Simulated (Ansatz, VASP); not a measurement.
# Al3Cl: VASP beside Ansatz

File INCAR:

```
SYSTEM = Al3Cl
  ALGO = Normal
  EDIFF = 1E-6
  ENCUT = 520
  GGA = PE
  ISIF = 2
  ISMEAR = 0
  LASPH = .True.
  LCHARG = .False.
  LREAL = .False.
  LWAVE = .False.
  NBANDS = 16
  NELM = 80
  PREC = Accurate
  SIGMA = 0.1
```

File KPOINTS:

```
k-points
0
Gamma
  6 6 2
  0 0 0
```

POSCAR

```
Al3Cl
1.0
    2.8857174800      0.0000000000      0.0000000000
   -1.4428587400      2.4991046500      0.0000000000
    0.0000000000      0.0000000000      8.9543183800
Al Cl
3 1
Direct
    0.6666666700      0.3333333300      0.5000000000
    0.3333333300      0.6666666700      0.2419234500
    0.3333333300      0.6666666700      0.7580765500
    0.6666666700      0.3333333300      0.0000000000
```

Input for Ansatz:

```yaml
crystal:
  lattice:
    - [2.88571748, 0.0, 0.0]
    - [-1.44285874, 2.49910465, 0.0]
    - [0.0, 0.0, 8.95431838]
  atoms:
    - { symbol: Al, position: [0.66666667, 0.33333333, 0.5] }
    - { symbol: Al, position: [0.33333333, 0.66666667, 0.24192345] }
    - { symbol: Al, position: [0.33333333, 0.66666667, 0.75807655] }
    - { symbol: Cl, position: [0.66666667, 0.33333333, 0.0] }
basis:
  ecutwfc: 420
kpoints:
  mp_grid: { grid: [6, 6, 2] }
hamiltonian:
  xc: pbe
scf:
  occupations: { method: gaussian, width: 0.1 }
  lower_state_search: "off"
output:
  forces: true
  stress: true
  eigenvalues: true
```

Change from the starting cell: species swapped into the GaAg3 type (P-6m2, No. 187).

Alike in both runs: task single point; functional PBE; k mesh 6 × 6 × 2; occupations gaussian, width 0.1 eV; no spin polarisation.

```csv
,VASP,Ansatz
version,VASP 6.6.1,Ansatz 0.2.0
potentials or method,"VASP PAW PBE potentials, release 64 (Al, Cl), cutoff 520 eV","scalar-relativistic, plane waves, PAW"
valence electrons in the cell,16,16
```

Ansatz gave:

```
gap on the k mesh at the Fermi level (eV)                     : none
pressure (GPa)                                                : 7.8
traceless stress, the component that is largest in VASP (GPa) : -3.48
rms of the force components (eV/Å)                            : 0.164
```

Problem. Estimate VASP's values.

Solution. gap on the k mesh at the Fermi level (eV): none; pressure (GPa): 7.8; traceless stress, the component that is largest in VASP (GPa): -3.40; rms of the force components (eV/Å): 0.162.

Atom by atom the forces differ by 0.002 eV/Å (rms over components). A gap of «none» marks a metal or a gap that the smearing closes. With one functional, cell and mesh, what is left measures potentials, basis and numerics.

The k mesh is coarse, so the values compare programs but aren't converged.
